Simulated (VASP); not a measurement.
# Cr (Im-3m) in VASP: further runs, part 2 of 2

VASP 6.6.1. The steps go on from the part before.

## Step 3: Single point, PBEsol

Input file INCAR:

```
SYSTEM = Cr
PREC = Accurate
ENCUT = 520
EDIFF = 1E-7
ISMEAR = -1
SIGMA = 0.05
LREAL = .FALSE.
LASPH = .TRUE.
NELM = 100
ALGO = Normal
ISIF = 2
LWAVE = .FALSE.
LCHARG = .FALSE.
GGA = PS
NBANDS = 12
```

Input file KPOINTS:

```
Automatic mesh
0
G
  12 12 12
  0 0 0
```

Input file POSCAR:

```
Cr
1.0
   -1.4844496776      1.4844496776      1.4844496776
    1.4844496776     -1.4844496776      1.4844496776
    1.4844496776      1.4844496776     -1.4844496776
Cr
1
Direct
    0.0000000000      0.0000000000      0.0000000000
```

Potentials or basis: VASP PAW PBE potentials, release 64 (Cr_pv).

Run with:

```console
$ cat potpaw_PBE.64/Cr_pv/POTCAR > POTCAR
$ mpirun -np 1 vasp_std > vasp.out
```

OUTCAR:

```text
SYSTEM = Cr
   PREC = Accurate
   ENCUT = 520
   EDIFF = 1E-7
   ISMEAR = -1
   LREAL = .FALSE.
   LASPH = .TRUE.
   NELM = 100
   ISIF = 2
   GGA = PS

 ion  position               nearest neighbor table
   1  0.000  0.000  0.000-

  LATTYP: Found a body centered cubic cell.
 ALAT       =     2.9688993552

  Lattice vectors:

 A1 = (  -1.4844496776,   1.4844496776,   1.4844496776)
 A2 = (   1.4844496776,  -1.4844496776,   1.4844496776)
 A3 = (   1.4844496776,   1.4844496776,  -1.4844496776)

Analysis of symmetry for initial positions (statically):
=====================================================================
 Subroutine PRICEL returns:
 Original cell was already a primitive cell.

 Routine SETGRP: Setting up the symmetry group for a
 body centered cubic supercell.

 Subroutine GETGRP returns: Found 48 space group operations
 (whereof 48 operations were pure point group operations)
 out of a pool of 48 trial point group operations.

The static configuration has the point symmetry O_h .

Analysis of symmetry for dynamics (positions and initial velocities):
=====================================================================
 Subroutine PRICEL returns:
 Original cell was already a primitive cell.

 Routine SETGRP: Setting up the symmetry group for a
 body centered cubic supercell.

 Subroutine GETGRP returns: Found 48 space group operations
 (whereof 48 operations were pure point group operations)
 out of a pool of 48 trial point group operations.

The dynamic configuration has the point symmetry O_h .

 Subroutine INISYM returns: Found 48 space group operations
 (whereof 48 operations are pure point group operations),
 and found     1 'primitive' translations

----------------------------------------------------------------------------------------

                                     Primitive cell
[... 113 lines left out ...]
   LORBIT       =      0    0 simple, 1 ext, 2 COOP (PROOUT), +10 PAW based schemes
   GGA     = PS    functional components
   LHFCALC =     F    Hartree Fock is set to
   AEXX    =    0.0000 exact exchange contribution
   IVDW    =     0    specifies the selected vdW correction
   LEPSILON=     F    determine dielectric tensor
   LRPA    =     F    only Hartree local field effects (RPA)
 non-spin polarized calculation
  energy-cutoff  :      520.00
  volume of cell :       13.08
 maximum number of plane-waves:       370
   NGX =  9   NGY =  9   NGZ =  9

 number of electron      12.0000008 magnetization

 Free energy of the ion-electron system (eV)
  ---------------------------------------------------
  ext. energy  EPLUGINS =         0.00000000
  ---------------------------------------------------
  free energy    TOTEN  =       -10.01730937 eV

  energy without entropy =      -10.01120551  energy(sigma->0) =      -10.01425744

 E-fermi :   9.1058     XC(G=0): -13.1153

 val. band max:        9.0615249219   @ k =   0.1667   0.0000   0.0000
 cond. band min:       9.1300759441   @ k =   0.4167   0.0833   0.0000
 fundamental gap:      0.0685510222
 Fermi energy:         9.1058090726

 k-point     1 :       0.0000    0.0000    0.0000
  band No.  band energies     occupation
      1     -33.5739      2.00000
      2     -33.5739      2.00000
      3     -33.5739      2.00000
      4       1.7359      2.00000
      5       8.3926      2.00000
      6       8.3926      2.00000
      7       8.3926      2.00000
      8      10.1059      0.00000
      9      10.1059      0.00000
     10      16.1940      0.00000
     11      30.4613      0.00000
     12      30.4613      0.00000
[... 331 lines left out ...]
 k-point    24 :       0.4167    0.0833    0.0833
  band No.  band energies     occupation
      1     -34.1514      2.00000
      2     -33.8007      2.00000
      3     -33.6160      2.00000
      4       5.6919      2.00000
      5       7.0191      2.00000
      6       8.9013      1.96707
      7      10.1722      0.00000
      8      10.3863      0.00000
      9      13.0944      0.00000
     10      16.1877      0.00000
     11      17.6630      0.00000
     12      23.8992      0.00000

 [... further k-points ...]

------------------------ aborting loop because EDIFF is reached ----------------------------------------

  FORCE on cell =-STRESS in cart. coord.  units (eV):
  Direction    XX          YY          ZZ          XY          YZ          ZX
  --------------------------------------------------------------------------------------
  -------------------------------------------------------------------------------------
  Total       -2.6552695     -2.6552695     -2.6552695      0.0000000      0.0000000      0.0000000
  in kB     -325.1342756   -325.1342756   -325.1342756      0.0000000      0.0000000      0.0000000
  external PRESSURE =    -325.1342756 kB  Pullay stress =       0.0000000 kB

 VOLUME and BASIS-vectors are now :
 -----------------------------------------------------------------------------
  energy-cutoff  :      520.00
  volume of cell :       13.08
      direct lattice vectors                 reciprocal lattice vectors
    -1.484449678  1.484449678  1.484449678     0.000000000  0.336825160  0.336825160
     1.484449678 -1.484449678  1.484449678     0.336825160  0.000000000  0.336825160
     1.484449678  1.484449678 -1.484449678     0.336825160  0.336825160  0.000000000

 POSITION                                       TOTAL-FORCE (eV/Angst)
 -----------------------------------------------------------------------------------
      0.00000      0.00000      0.00000         0.000000     -0.000000      0.000000
 -----------------------------------------------------------------------------------
    total drift:                                0.000000     -0.000000      0.000000

  FREE ENERGIE OF THE ION-ELECTRON SYSTEM (eV)
  ---------------------------------------------------
  free  energy   TOTEN  =       -10.0173093713 eV

  energy  without entropy=      -10.0112055091  energy(sigma->0) =      -10.01425744
```

OSZICAR:

```text
N       E                     dE             d eps       ncg     rms          rms(c)
DAV:   1     0.814680964420E+02    0.81468E+02   -0.71605E+03  1736   0.116E+03
DAV:   2    -0.107889419178E+02   -0.92257E+02   -0.88710E+02  1788   0.295E+02
DAV:   3    -0.120886347385E+02   -0.12997E+01   -0.12911E+01  1940   0.419E+01
DAV:   4    -0.120960243459E+02   -0.73896E-02   -0.73895E-02  1840   0.320E+00
DAV:   5    -0.120961193962E+02   -0.95050E-04   -0.95049E-04  1944   0.336E-01    0.123E+01
DAV:   6    -0.100622304235E+02    0.20339E+01   -0.63433E+00  1804   0.403E+01    0.264E+00
DAV:   7    -0.100301048582E+02    0.32126E-01   -0.16382E-01  1752   0.618E+00    0.126E+00
DAV:   8    -0.100188257813E+02    0.11279E-01   -0.79956E-03  1864   0.122E+00    0.319E-01
DAV:   9    -0.100173018188E+02    0.15240E-02   -0.35304E-03  1792   0.963E-01    0.418E-02
DAV:  10    -0.100173143242E+02   -0.12505E-04   -0.59567E-05  1860   0.940E-02    0.107E-02
DAV:  11    -0.100173095655E+02    0.47588E-05   -0.46067E-06  1792   0.365E-02    0.162E-03
DAV:  12    -0.100173093844E+02    0.18107E-06   -0.43293E-08  1168   0.332E-03    0.416E-04
DAV:  13    -0.100173093713E+02    0.13098E-07   -0.47364E-09   892   0.102E-03
   1 F= -.10017309E+02 E0= -.10014257E+02  d E =-.610386E-02
```

It took 8.5 s on 1 thread of Intel Xeon Platinum 8259CL at 2.50GHz (Skylake/Cascade Lake), shared host; peak memory 0.13 GiB.

Results:

| Property | Result |
| --- | --- |
| Free energy | -10.0173 eV |
| Pressure | -32.5 GPa |
| Band gap on the k mesh | zero (band 6 reaches 11.23 eV, above the bottom of band 7 at 8.39 eV) |

Caveat: the PAW data sets were made with another functional, which shifts forces and pressure a little; the run has no spin polarisation, though such a crystal can be magnetic. Spin polarisation is off, so any magnetic state and its effect on volume and gap are missing.

## Step 4: Single point, PBEsol, collinear spin, ferromagnetic start

Input file INCAR:

```
SYSTEM = Cr
ALGO     = Normal         ! electronic algorithm
EDIFF    = 1E-6           ! SCF threshold, eV
ENCUT    = 520            ! plane-wave cutoff, eV
GGA      = PS             ! functional
ISIF     = 2              ! what is computed and relaxed
ISMEAR   = -1             ! smearing method
ISPIN    = 2              ! spin polarisation
LASPH    = .TRUE.         ! aspherical terms in the spheres
LCHARG   = .FALSE.        ! write CHGCAR
LMAXMIX  = 4              ! l up to which the mixer works
LORBIT   = 11             ! projections on sites
LREAL    = .FALSE.        ! projectors in reciprocal space
LWAVE    = .FALSE.        ! write WAVECAR
MAGMOM   = 3              ! initial moments
NBANDS   = 16             ! bands
NELM     = 150            ! most SCF steps
PREC     = Accurate       ! precision mode
SIGMA    = 0.05           ! smearing width, eV
```

Input file KPOINTS:

```
k-points
0
G
  12 12 12
  0 0 0
```

POSCAR is that of step 3.

Run with:

```console
$ cat potpaw_PBE.64/Cr_pv/POTCAR > POTCAR
$ mpirun -np 1 vasp_std > vasp.out
```

It took 20 s on 1 thread of Intel Xeon Platinum 8259CL at 2.50GHz (Skylake/Cascade Lake), shared host; peak memory 0.14 GiB.

It converged, with:

```yaml
Free_energy: -10.0173 eV
Pressure: -32.7 GPa
Band_gap_on_the_k_mesh: zero (filled and empty bands overlap)
Net_moment: 0.00 μB per cell
Valence_electrons_inside_the_program's_atomic_spheres: Cr 10.81
```

Levels at points of the mesh, in eV from the Fermi level:
Spin up:
| k point | band 3 | band 4 | band 5 | band 6 | band 7 | band 8 | band 9 | band 10 |
| --- | --- | --- | --- | --- | --- | --- | --- | --- |
| (0.00, 0.00, 0.00) | -42.68 | -7.37 | -0.71 | -0.71 | -0.71 | 1.00 | 1.00 | 7.09 |
| (0.50, 0.00, 0.00) | -42.68 | -3.82 | -2.01 | 0.90 | 0.99 | 1.27 | 2.45 | 7.08 |
| (0.50, 0.50, 0.50) | -43.11 | -3.59 | -3.59 | 2.12 | 2.12 | 2.12 | 7.08 | 9.55 |
Spin down:
| k point | band 4 | band 5 | band 6 | band 7 | band 8 | band 9 |
| --- | --- | --- | --- | --- | --- | --- |
| (0.00, 0.00, 0.00) | -7.37 | -0.71 | -0.71 | -0.71 | 1.00 | 1.00 |
| (0.50, 0.00, 0.00) | -3.82 | -2.01 | 0.89 | 0.99 | 1.27 | 2.45 |
| (0.50, 0.50, 0.50) | -3.59 | -3.59 | 2.12 | 2.12 | 2.12 | 7.08 |

Caveat: the starting moments collapsed, and a magnetic state may lie lower; the PAW data sets were made with another functional, which shifts forces and pressure a little.
